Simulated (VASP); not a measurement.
Here is a VASP 6.6.1 calculation.

The input INCAR:

```
PREC = Accurate ; ENCUT = 520
EDIFF = 1E-6 ; ISMEAR = 0
SIGMA = 0.15 ; LREAL = False
LASPH = True ; NELM = 100
ALGO = Normal ; ISIF = 2
LWAVE = False ; LCHARG = False
GGA = PS ; NBANDS = 18
```

The input KPOINTS:

```
regular mesh
0
Gamma
  18 18 18
```

File POSCAR:

```
Si2Mo
1.0
   -1.5552445885      1.5552445885      3.8131363385
    1.5552445885     -1.5552445885      3.8131363385
    1.5552445885      1.5552445885     -3.8131363385
Si Mo
2 1
Direct
    0.3350567058      0.2964389858     -0.0386177200
    0.6649432942      0.6263255742     -0.0386177200
    0.0000000000      0.0226071634      0.0226071634
```

Potentials or basis: VASP PAW PBE potentials, release 64 (Si, Mo_sv).

The run is started by

```console
$ cat potpaw_PBE.64/Si/POTCAR potpaw_PBE.64/Mo_sv/POTCAR > POTCAR
$ mpirun -np 1 vasp_std > vasp.out
```

Predict the band gap on the k mesh.

zero (bands 11 and 12 overlap by 0.72 eV).

Estimate the largest force.

2.615 eV/Å.

Predict the pressure.

23.6 GPa.

Forces on the atoms (eV/Å):
```
Si   1.307  0.000 -0.484
Si   1.307  0.000  0.484
Mo  -2.615  0.000  0.000
```

Caveat: the cell differs from its parent crystal (atoms displaced along a vibrational mode, the cell strained); the cell stands under pressure; the PAW data sets were made with another functional, which shifts forces and pressure a little.
